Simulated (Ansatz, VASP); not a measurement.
## One calculation of Sn, two programs

Contents of POSCAR:

```
Sn
1.0
    0.0000000000      3.3501489766      3.3501489766
    3.3501489766      0.0000000000      3.3501489766
    3.3501489766      3.3501489766      0.0000000000
Sn
2
Direct
    0.0000000000      0.0000000000      0.0000000000
    0.2500000000      0.2500000000      0.2500000000
```

The input INCAR.step1:

```
ALGO     = Normal         # electronic algorithm
EDIFF    = 1E-4           # SCF threshold, eV
ENCUT    = 520            # plane-wave cutoff, eV
GGA      = PE             # functional
ISMEAR   = -1             # smearing method
LASPH    = T              # aspherical terms in the spheres
LCHARG   = F              # write CHGCAR
LREAL    = F              # projectors in reciprocal space
LWAVE    = T              # write WAVECAR
NBANDS   = 21             # bands
NELM     = 80             # most SCF steps
PREC     = Accurate       # precision mode
SIGMA    = 0.02           # smearing width, eV
```

INCAR.step2

```
ALGO     = Normal         # electronic algorithm
EDIFF    = 1E-6           # SCF threshold, eV
ENCUT    = 520            # plane-wave cutoff, eV
ISIF     = 2              # what is computed and relaxed
ISMEAR   = -1             # smearing method
ISTART   = 1            
LASPH    = T              # aspherical terms in the spheres
LCHARG   = T              # write CHGCAR
LELF     = T              # ELF
LMIXTAU  = T            
LREAL    = F              # projectors in reciprocal space
LVHAR    = T            
LWAVE    = F              # write WAVECAR
METAGGA  = R2SCAN         # meta-GGA
NBANDS   = 21             # bands
NELM     = 80             # most SCF steps
PREC     = Accurate       # precision mode
SIGMA    = 0.02           # smearing width, eV
```

Contents of KPOINTS:

```
k-points
0
Gamma
  6 6 6
```

Input for Ansatz:

```yaml
crystal:
  lattice:
    - [0.0, 3.3501489766, 3.3501489766]
    - [3.3501489766, 0.0, 3.3501489766]
    - [3.3501489766, 3.3501489766, 0.0]
  atoms:
    - { symbol: Sn, position: [0.0, 0.0, 0.0] }
    - { symbol: Sn, position: [0.25, 0.25, 0.25] }
kpoints:
  mp_grid: { grid: [6, 6, 6] }
  band_path:
    path:
      - [0.0, 0.0, 0.0]
      - [0.5, 0.0, 0.5]
      - [0.625, 0.25, 0.625]
      - [0.375, 0.375, 0.75]
      - [0.5, 0.5, 0.5]
      - [0.5, 0.25, 0.75]
      - [0.0, 0.0, 0.5]
    npoints: 1
hamiltonian:
  xc: r2scan
scf:
  occupations: { method: fermi_dirac, width: 0.02 }
  n_extra_bands: 4
output:
  forces: true
  stress: true
  eigenvalues: true
```

Change from the starting cell: hydrostatic strain +2.0%.

Alike in both runs: task single point; functional r2SCAN; k mesh 6 × 6 × 6; occupations fermi-dirac, width 0.02 eV; no spin polarisation.

|  | VASP | Ansatz |
| --- | --- | --- |
| version | VASP 6.6.1 | Ansatz 0.2.0 |
| potentials or method | VASP PAW PBE potentials, release 64 (Sn_d) | plane waves, PAW |
| plane-wave cutoff (eV) | 520 | 500 |
| valence electrons in the cell | 28 | 28 |

|  | VASP | Ansatz | Ansatz less VASP |
| --- | --- | --- | --- |
| pressure (GPa) | -2.2 | -2.2 | +0.04 |

VASP's potentials were made for PBE, not for r2SCAN. The functional is the same, so the differences come from potentials, cutoffs and numerics.
